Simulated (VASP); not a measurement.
A run of VASP 6.6.1 is set up as follows.

Contents of INCAR:

```
  ALGO = Normal
  EDIFF = 1E-6
  ENCUT = 750
  GGA = PE
  GGA_COMPAT = False
  ISIF = 2
  ISMEAR = 0
  LASPH = True
  LCHARG = False
  LREAL = False
  LWAVE = False
  NBANDS = 22
  NELM = 120
  PREC = Accurate
  SIGMA = 0.01
```

File KPOINTS:

```
k-points
0
Gamma
  6 6 4
```

File POSCAR:

```
LiTlSe2
1.0
    4.3177670478      0.0000000000      0.0000000000
    0.0000000000      4.3177670478      0.0000000000
    0.0000000000      0.0000000000      6.0132508369
Li Se Tl
1 2 1
Direct
    0.0000000000      0.0000000000      0.0000000000
    0.0000000000      0.5000000000      0.2268148555
    0.5000000000      0.0000000000      0.7731851445
    0.5000000000      0.5000000000      0.5000000000
```

Potentials or basis: VASP PAW PBE potentials, release 64 (Li_sv, Se, Tl_d).

Command:

```bash
$ cat potpaw_PBE.64/Li_sv/POTCAR potpaw_PBE.64/Se/POTCAR potpaw_PBE.64/Tl_d/POTCAR > POTCAR
$ mpirun -np 1 vasp_std > vasp.out
```

(1) Estimate the largest force.

(2) Predict the pressure.

## Answers

(1) 0.006 eV/Å.

(2) 0.0 GPa.
